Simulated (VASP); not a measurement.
HgTe:

```
CELL_PARAMETERS angstrom
-3.04560 3.04560 1.55941
3.04560 -3.04560 1.55941
3.04560 3.04560 -1.55941
ATOMIC_POSITIONS crystal
Hg 0.75000 0.25000 0.50000
Te 0.00000 0.00000 0.00000
```

Program: VASP 6.6.1. Alike in all runs: task single point; cell as given; cutoff (eV) 520.

Problem. Order these runs on this cell by their pressure, lowest first.
A. level PBEsol; potentials or basis VASP PAW PBE potentials, release 64 (Hg, Te); spin off; k mesh 6 × 6 × 6; smearing fermi-dirac 0.03 eV
B. level PBE; potentials or basis VASP PAW PBE potentials, release 64 (Hg, Te); spin off; k mesh 10 × 10 × 10; smearing fermi-dirac 0.05 eV
C. level LDA; potentials or basis VASP PAW LDA potentials, release 64 (Hg, Te); spin non-collinear, zero start, SOC; k mesh 7 × 7 × 7; smearing gaussian 0.05 eV

Solution. C (-5.0 GPa), A (-3.2 GPa), B (0.0 GPa).

Caveats: some runs use coarse meshes; the cell stands under tension (at least some runs); the PAW data sets were made with another functional, which shifts forces and pressure a little (at least some runs).
